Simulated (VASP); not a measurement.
Here is a VASP 6.6.1 calculation.

Contents of POSCAR:

```
TiAl
1.0
    2.9247388800      0.0000000000      0.0000000000
    0.0000000000      2.9247388800      0.0000000000
    0.0000000000      0.0000000000      2.9247388800
Ti Al
1 1
Direct
    0.0000000000      0.0000000000      0.0000000000
    0.5000000000      0.5000000000      0.5000000000
```

The input INCAR.step1:

```
ALGO     = Normal         # electronic algorithm
EDIFF    = 1E-4           # SCF threshold, eV
ENCUT    = 520            # plane-wave cutoff, eV
GGA      = PE             # functional
ISMEAR   = 0              # smearing method
LASPH    = T              # aspherical terms in the spheres
LCHARG   = F              # write CHGCAR
LREAL    = F              # projectors in reciprocal space
LWAVE    = T              # write WAVECAR
NBANDS   = 14             # bands
NELM     = 100            # most SCF steps
PREC     = Accurate       # precision mode
SIGMA    = 0.15           # smearing width, eV
```

Contents of INCAR.step2:

```
ALGO     = Normal         # electronic algorithm
EDIFF    = 1E-6           # SCF threshold, eV
ENCUT    = 520            # plane-wave cutoff, eV
ISIF     = 2              # what is computed and relaxed
ISMEAR   = 0              # smearing method
ISTART   = 1            
LASPH    = T              # aspherical terms in the spheres
LCHARG   = T              # write CHGCAR
LELF     = T              # ELF
LMIXTAU  = T            
LREAL    = F              # projectors in reciprocal space
LVHAR    = T            
LWAVE    = F              # write WAVECAR
METAGGA  = R2SCAN         # meta-GGA
NBANDS   = 14             # bands
NELM     = 100            # most SCF steps
PREC     = Accurate       # precision mode
SIGMA    = 0.15           # smearing width, eV
```

KPOINTS

```
k-points
0
Gamma
  16 16 16
```

Potentials or basis: VASP PAW PBE potentials, release 64 (Ti_sv, Al).

Launch:

```bash
$ cat potpaw_PBE.64/Ti_sv/POTCAR potpaw_PBE.64/Al/POTCAR > POTCAR
$ cp INCAR.step1 INCAR
$ mpirun -np 1 vasp_std > vasp.out
$ cp INCAR.step2 INCAR
$ mpirun -np 1 vasp_std > vasp.out
```

Estimate the pressure.

47.1 GPa.

Predict the band gap on the k mesh.

zero (an odd number of electrons rules out a gap without spin polarisation).

Caveat: the cell differs from its parent crystal (strain -0.080 along x and y, -0.080 along z); the cell stands under pressure; the PAW data sets were made with another functional, which shifts forces and pressure a little.
